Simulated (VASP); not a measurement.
A run of VASP 6.6.1 is set up as follows.

INCAR

```
SYSTEM = Ga
PREC     = Accurate       ! precision mode
ENCUT    = 400            ! plane-wave cutoff, eV
EDIFF    = 1E-8           ! SCF threshold, eV
ISMEAR   = -1             ! smearing method
SIGMA    = 0.05           ! smearing width, eV
LREAL    = .FALSE.        ! projectors in reciprocal space
LASPH    = .TRUE.         ! aspherical terms in the spheres
NELM     = 120            ! most SCF steps
ALGO     = Normal         ! electronic algorithm
ISIF     = 2              ! what is computed and relaxed
LWAVE    = .FALSE.        ! write WAVECAR
LCHARG   = .FALSE.        ! write CHGCAR
GGA      = CA             ! functional
LEFG     = .TRUE.       
NBANDS   = 20             ! bands
GGA_COMPAT= .FALSE.
```

Contents of KPOINTS:

```
regular mesh
0
G
  11 11 9
  0 0 0
```

POSCAR

```
Ga
1.0
    1.3830000000     -4.0265000000      0.0000000000
    1.3830000000      4.0265000000      0.0000000000
   -0.1174474948      0.0000000000      3.3299294416
Ga
2
Direct
    0.9161600000      0.0838400000      0.1600000000
    0.0838400000      0.9161600000      0.8400000000
```

Potentials or basis: VASP PAW LDA potentials, release 64 (Ga_d).

Run with:

```console
$ cat potpaw_LDA.64/Ga_d/POTCAR > POTCAR
$ mpirun -np 1 vasp_std > vasp.out
```

**Question.** What does it give for the largest force?

**Answer.** 21.922 eV/Å.

**Question.** Predict the band gap on the k mesh.

**Answer.** Zero (bands 13 and 14 overlap by 4.46 eV).

**Question.** What does it give for the pressure?

**Answer.** 49.8 GPa.

Stress tensor (GPa, compression positive):
```
 0.21 -2.77 -1.86
-2.77 92.38 79.38
-1.86 79.38 56.96
```

Caveat: the cell differs from its parent crystal (shortest bond scaled by 0.64); the cell stands under pressure; without QUAD_EFG the Cq values of the log hold for a quadrupole moment of 1 mb, not for the nuclei; forces of over 1 eV/Å act on the atoms, so gaps and moduli don't describe the material at rest.
